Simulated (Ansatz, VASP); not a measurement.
## One calculation of BaTiO3, two programs

```
Ba Ti O
1.0
     2.82767    1.63255    2.31773
    -2.82767    1.63255    2.31773
     0.00000   -3.26511    2.31773
Ba Ti O
1 1 3
Cartesian
  0.0000 0.0000 0.0000
  0.0000 0.0000 3.5739
  0.0000 -1.5996 4.5536
  -1.3853 0.7998 4.5536
  1.3853 0.7998 4.5536
```

Alike in both runs: task relaxation of cell and atoms; functional r2SCAN; k mesh 6 × 6 × 6; occupations gaussian, width 0.02 eV; no spin polarisation.

|  | VASP | Ansatz |
| --- | --- | --- |
| version | VASP 6.6.1 | Ansatz 0.2.0 |
| potentials or method | VASP PAW PBE potentials, release 64 (Ba_sv, Ti_sv, O), cutoff 600 eV | scalar-relativistic, plane waves, PAW |
| valence electrons in the cell | 40 | 40 |

|  | VASP | Ansatz | Ansatz less VASP |
| --- | --- | --- | --- |
| gap on the k mesh at the Fermi level, each at its own relaxed structure (eV) | 2.76 | 2.87 | +0.104 |
| relaxed volume (Å³/atom) | 13.14 | 13.03 | -0.108 |
| relaxed length of the cell vector where the two differ most in proportion (Å) | 4.035 | 4.024 | -0.0111 |

VASP's potentials were made for PBE, not for r2SCAN.

Neither program's run includes spin-orbit coupling.
